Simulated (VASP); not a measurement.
# Sr3Bi (P-62m) in VASP: notebook

Runs on Sr3Bi. Level: PBE. Tasks: single point.

All numbers are computed with VASP 6.6.1; they aren't measurements. Logs are shortened: lines on timing, memory, paths and dates and some standing lists are left out, and cuts for length are marked.

## 1. The cell of the first run

The structure is hexagonal, space group P-62m (No. 189). Conventional cell: a = 5.632 Å, b = 5.632 Å, c = 4.777 Å, α = 90.00°, β = 90.00°, γ = 120.00°. Sr (site symmetry m2m) has 6 Sr at 2.86 to 3.46 Å and 2 Bi at 2.90 Å within 3.8 Å. Bi (site symmetry -62m) has 6 Sr at 2.90 Å within 3.8 Å.

The cell was built from a structure type or drawn by symmetry, and may not be a known phase.

## 2. Single point, PBE

INCAR

```
PREC     = Accurate       # precision mode
ENCUT    = 520            # plane-wave cutoff, eV
EDIFF    = 1E-6           # SCF threshold, eV
ISMEAR   = 0              # smearing method
SIGMA    = 0.1            # smearing width, eV
LREAL    = F              # projectors in reciprocal space
LASPH    = T              # aspherical terms in the spheres
NELM     = 80             # most SCF steps
ALGO     = Fast           # electronic algorithm
ISIF     = 2              # what is computed and relaxed
LWAVE    = F              # write WAVECAR
LCHARG   = F              # write CHGCAR
GGA      = PE             # functional
NBANDS   = 30             # bands
```

KPOINTS

```
regular mesh
0
Gamma
  6 6 4
```

POSCAR

```
Sr3Bi
1.0
    5.6321313700      0.0000000000      0.0000000000
   -2.8160656900      4.8775688500      0.0000000000
    0.0000000000      0.0000000000      4.7769041700
Sr Bi
3 1
Direct
    0.7064338600      0.0000000000      0.5000000000
    0.0000000000      0.7064338600      0.5000000000
    0.2935661400      0.2935661400      0.5000000000
    0.0000000000      0.0000000000      0.0000000000
```

Potentials or basis: VASP PAW PBE potentials, release 64 (Sr_sv, Bi_d).

On the command line:

```console
cat potpaw_PBE.64/Sr_sv/POTCAR potpaw_PBE.64/Bi_d/POTCAR > POTCAR
mpirun -np 1 vasp_std > vasp.out
```

OUTCAR:

```text
PREC = Accurate
   ENCUT = 520
   EDIFF = 1E-6
   ISMEAR = 0
   LREAL = F
   LASPH = T
   NELM = 80
   ISIF = 2
   GGA = PE

 ion  position               nearest neighbor table
   1  0.706  0.000  0.500-   3 2.86   2 2.86   4 2.90   4 2.90   2 3.46   3 3.46   3 3.46   2 3.46

   2  0.000  0.706  0.500-   1 2.86   3 2.86   4 2.90   4 2.90   1 3.46   3 3.46   3 3.46   1 3.46

   3  0.294  0.294  0.500-   1 2.86   2 2.86   4 2.90   4 2.90   2 3.46   1 3.46   2 3.46   1 3.46

   4  0.000  0.000  0.000-   1 2.90   1 2.90   3 2.90   3 2.90   2 2.90   2 2.90

  LATTYP: Found a hexagonal cell.
 ALAT       =     5.6321313700
 C/A-ratio  =     0.8481521215

  Lattice vectors:

 A1 = (   5.6321313700,   0.0000000000,   0.0000000000)
 A2 = (  -2.8160656900,   4.8775688500,   0.0000000000)
 A3 = (   0.0000000000,   0.0000000000,   4.7769041700)

Analysis of symmetry for initial positions (statically):
=====================================================================
 Subroutine PRICEL returns:
 Original cell was already a primitive cell.

 Routine SETGRP: Setting up the symmetry group for a
 hexagonal supercell.

 Subroutine GETGRP returns: Found 12 space group operations
 (whereof 12 operations were pure point group operations)
 out of a pool of 24 trial point group operations.

The static configuration has the point symmetry D_3h.

Analysis of symmetry for dynamics (positions and initial velocities):
=====================================================================
 Subroutine PRICEL returns:
 Original cell was already a primitive cell.

 Routine SETGRP: Setting up the symmetry group for a
 hexagonal supercell.

 Subroutine GETGRP returns: Found 12 space group operations
 (whereof 12 operations were pure point group operations)
 out of a pool of 24 trial point group operations.

The dynamic configuration has the point symmetry D_3h.

 Subroutine INISYM returns: Found 12 space group operations
 (whereof 12 operations are pure point group operations),
 and found     1 'primitive' translations

----------------------------------------------------------------------------------------

                                     Primitive cell

  volume of cell :     131.2269

  direct lattice vectors                    reciprocal lattice vectors
     5.632131370  0.000000000  0.000000000     0.177552677  0.102510086  0.000000000
    -2.816065690  4.877568850  0.000000000     0.000000000  0.205020171  0.000000000
     0.000000000  0.000000000  4.776904170     0.000000000  0.000000000  0.209340603

  length of vectors
     5.632131370  5.632131378  4.776904170     0.205020171  0.205020171  0.209340603

  position of ions in fractional coordinates (direct lattice)
     0.706433860  0.000000000  0.500000000
     0.000000000  0.706433860  0.500000000
     0.293566140  0.293566140  0.500000000
     0.000000000  0.000000000  0.000000000

  ion indices of the primitive-cell ions
   primitive index   ion index
                 1           1
                 2           2
                 3           3
                 4           4

----------------------------------------------------------------------------------------

 KPOINTS: regular mesh

Automatic generation of k-mesh.
 Grid dimensions read from file:
 generate k-points for:    6    6    4

 Generating k-lattice:

  Cartesian coordinates                     Fractional coordinates (reciprocal lattice)
     0.029592113  0.017085014  0.000000000     0.166666667  0.000000000  0.000000000
     0.000000000  0.034170029  0.000000000     0.000000000  0.166666667  0.000000000
     0.000000000  0.000000000  0.052335151     0.000000000  0.000000000  0.250000000

  Length of vectors
     0.034170029  0.034170029  0.052335151

  Shift w.r.t. Gamma in fractional coordinates (k-lattice)
     0.000000000  0.000000000  0.000000000

 Subroutine IBZKPT returns following result:
 ===========================================

 Found     21 irreducible k-points:

 Following reciprocal coordinates:
            Coordinates               Weight
  0.000000  0.000000  0.000000      1.000000
  0.166667  0.000000  0.000000      6.000000
  0.333333  0.000000  0.000000      6.000000
  0.500000  0.000000  0.000000      3.000000
  0.166667  0.166667  0.000000      6.000000
  0.333333  0.166667  0.000000     12.000000
[... 13 lines left out ...]
  0.333333  0.166667  0.500000     12.000000
  0.333333  0.333333  0.500000      2.000000
   k-points           NKPTS =     21   k-points in BZ     NKDIM =     21   number of bands    NBANDS=     30
   number of dos      NEDOS =    301   number of ions     NIONS =      4
   total plane-waves  NPLWV =  63504
   dimension x,y,z NGX =    42 NGY =   42 NGZ =   36
   dimension x,y,z NGXF=    84 NGYF=   84 NGZF=   72
   ions per type =               3   1
   NGX,Y,Z   is equivalent  to a cutoff of  12.40, 12.40, 12.53 a.u.
   NGXF,Y,Z  is equivalent  to a cutoff of  24.79, 24.79, 25.06 a.u.
 SYSTEM =  unknown system
   PREC   = accura    normal or accurate (medium, high low for compatibility)
   ISTART =      0    job   : 0-new  1-cont  2-samecut
   ICHARG =      2    charge: 1-file 2-atom 10-const
   ISPIN  =      1    spin polarized calculation?
   LNONCOLLINEAR =      F non collinear calculations
   LSORBIT =      F    spin-orbit coupling
   LASPH  =      T    aspherical Exc in radial PAW
   ENCUT  =  520.0 eV  38.22 Ry    6.18 a.u.  10.47 10.47  8.88*2*pi/ulx,y,z
   NELM   =     80;   NELMIN=  2; NELMDL= -5     # of ELM steps
   EDIFF  = 0.1E-05   stopping-criterion for ELM
   LREAL  =      F    real-space projection
   EDIFFG = 0.1E-04   stopping-criterion for IOM
   NSW    =      0    number of steps for IOM
   IBRION =     -1    ionic relax: 0-MD 1-quasi-New 2-CG
   NFREE  =      0    steps in history (QN), initial steepest desc. (CG)
   ISIF   =      2    stress and relaxation
   ISYM   =      2    0-nonsym 1-usesym 2-fastsym
   POTIM  = 0.5000    time-step for ionic-motion
   TEBEG  =    0.0;   TEEND  =   0.0 temperature during run
   PSTRESS=    0.0 pullay stress
   NELECT =      45.0000    total number of electrons
   NUPDOWN=      -1.0000    fix difference up-down
   EMIN   =  10.00;   EMAX   =-10.00  energy-range for DOS
   EFERMI =   0.00;   METHOD = LEGACY
   ISMEAR =     0;   SIGMA  =   0.10  broadening in eV -4-tet -1-fermi 0-gaus
   EFERMI_NEDOS =   21; number of points for ismear=-14 and -15
   IALGO  =     68    algorithm
   IMIX   =      4    mixing-type and parameters
     AMIX     =   0.40;   BMIX     =  1.00
     AMIX_MAG =   1.60;   BMIX_MAG =  1.00
  volume/ion in A,a.u.               =      32.81       221.39
  Fermi-wavevector in a.u.,A,eV,Ry     =   1.145877  2.165394 17.864921  1.313035
  Thomas-Fermi vector in A             =   2.282564
   LORBIT       =      0    0 simple, 1 ext, 2 COOP (PROOUT), +10 PAW based schemes
   GGA     = PE    functional components
   LHFCALC =     F    Hartree Fock is set to
   AEXX    =    0.0000 exact exchange contribution
   IVDW    =     0    specifies the selected vdW correction
   LEPSILON=     F    determine dielectric tensor
   LRPA    =     F    only Hartree local field effects (RPA)
 non-spin polarized calculation
 RMM-DIIS sequential band-by-band and
 Gauss-broadening in eV      SIGMA  =   0.10
  energy-cutoff  :      520.00
  volume of cell :      131.23
 maximum number of plane-waves:      3554
 NGX is ok and might be reduce to    42
   NGX = 21   NGY = 21   NGZ = 17

 number of electron      44.9999995 magnetization

 Free energy of the ion-electron system (eV)
  ---------------------------------------------------
  ext. energy  EPLUGINS =         0.00000000
  ---------------------------------------------------
  free energy    TOTEN  =        -4.25886560 eV

  energy without entropy =       -4.23698247  energy(sigma->0) =       -4.24792403

 E-fermi :   4.5795     XC(G=0):  -8.9877

 val. band max:        4.5048752558   @ k =   0.3333   0.1667   0.5000
 cond. band min:       4.6059613765   @ k =   0.3333   0.0000   0.0000
 fundamental gap:      0.1010861207
 Fermi energy:         4.5794582562

 k-point     1 :       0.0000    0.0000    0.0000
  band No.  band energies     occupation
      1     -31.6638      2.00000
      2     -31.1893      2.00000
      3     -31.1893      2.00000
      4     -18.2342      2.00000
      5     -18.2342      2.00000
      6     -18.2336      2.00000
[... 22 lines left out ...]
     29       7.6213      0.00000
     30       7.6402      0.00000

 k-point     2 :       0.1667    0.0000    0.0000
  band No.  band energies     occupation
      1     -31.6456      2.00000
      2     -31.2040      2.00000
      3     -31.1951      2.00000
      4     -18.2346      2.00000
      5     -18.2343      2.00000
      6     -18.2328      2.00000
[... 22 lines left out ...]
     29       7.1891      0.00000
     30       7.7439      0.00000

 k-point     3 :       0.3333    0.0000    0.0000
  band No.  band energies     occupation
      1     -31.6042      2.00000
      2     -31.2387      2.00000
      3     -31.2063      2.00000
      4     -18.2355      2.00000
      5     -18.2346      2.00000
      6     -18.2311      2.00000
[... 22 lines left out ...]
     29       6.7541      0.00000
     30       8.0696      0.00000

 k-point     4 :       0.5000    0.0000    0.0000
  band No.  band energies     occupation
      1     -31.5798      2.00000
      2     -31.2598      2.00000
      3     -31.2118      2.00000
      4     -18.2360      2.00000
      5     -18.2347      2.00000
      6     -18.2302      2.00000
[... 517 lines left out ...]
     29       7.0763      0.00000
     30       7.7960      0.00000

 k-point    20 :       0.3333    0.1667    0.5000
  band No.  band energies     occupation
      1     -31.5740      2.00000
      2     -31.2513      2.00000
      3     -31.2209      2.00000
      4     -18.2019      2.00000
      5     -18.1939      2.00000
      6     -18.1922      2.00000
[... 22 lines left out ...]
     29       7.0357      0.00000
     30       8.2560      0.00000

 k-point    21 :       0.3333    0.3333    0.5000
  band No.  band energies     occupation
      1     -31.5617      2.00000
      2     -31.2428      2.00000
      3     -31.2428      2.00000
      4     -18.2019      2.00000
      5     -18.1928      2.00000
      6     -18.1928      2.00000
[... 22 lines left out ...]
     29       7.1276      0.00000
     30       8.0811      0.00000

------------------------ aborting loop because EDIFF is reached ----------------------------------------

  FORCE on cell =-STRESS in cart. coord.  units (eV):
  Direction    XX          YY          ZZ          XY          YZ          ZX
  --------------------------------------------------------------------------------------
  -------------------------------------------------------------------------------------
  Total       16.7710701     16.7710701     19.0449669     -0.0000000      0.0000000     -0.0000000
  in kB      204.7616601    204.7616606    232.5241640     -0.0000002      0.0000000     -0.0000000
  external PRESSURE =     214.0158282 kB  Pullay stress =       0.0000000 kB

 VOLUME and BASIS-vectors are now :
 -----------------------------------------------------------------------------
  energy-cutoff  :      520.00
  volume of cell :      131.23
      direct lattice vectors                 reciprocal lattice vectors
     5.632131370  0.000000000  0.000000000     0.177552677  0.102510086  0.000000000
    -2.816065690  4.877568850  0.000000000     0.000000000  0.205020171  0.000000000
     0.000000000  0.000000000  4.776904170     0.000000000  0.000000000  0.209340603

 POSITION                                       TOTAL-FORCE (eV/Angst)
 -----------------------------------------------------------------------------------
      3.97873      0.00000      2.38845        -3.583882      0.000000      0.000000
     -1.98936      3.44568      2.38845         1.791941     -3.103733      0.000000
      0.82670      1.43189      2.38845         1.791941      3.103733      0.000000
      0.00000      0.00000      0.00000         0.000000      0.000000      0.000000
 -----------------------------------------------------------------------------------
    total drift:                                0.000000     -0.000000     -0.000000

  FREE ENERGIE OF THE ION-ELECTRON SYSTEM (eV)
  ---------------------------------------------------
  free  energy   TOTEN  =        -4.2588656013 eV

  energy  without entropy=       -4.2369824652  energy(sigma->0) =       -4.24792403
```

It took 7.9 min on 1 thread of AMD EPYC 7R13, shared host; peak memory 0.25 GiB.

Results:

* Free energy: -4.2589 eV
* Pressure: 21.4 GPa
* Largest force: 3.584 eV/Å
* Band gap on the k mesh: zero (an odd number of electrons rules out a gap without spin polarisation)

Forces in eV/Å, atoms in the order of the input:
```
Sr  -3.584  0.000  0.000
Sr   1.792 -3.104  0.000
Sr   1.792  3.104  0.000
Bi   0.000  0.000  0.000
```

Caveat: the cell stands under pressure; spin-orbit coupling is left out, which moves the levels of the heavy elements; forces of over 1 eV/Å act on the atoms, so gaps and moduli don't describe the material at rest.

[end of part 1 of 2]
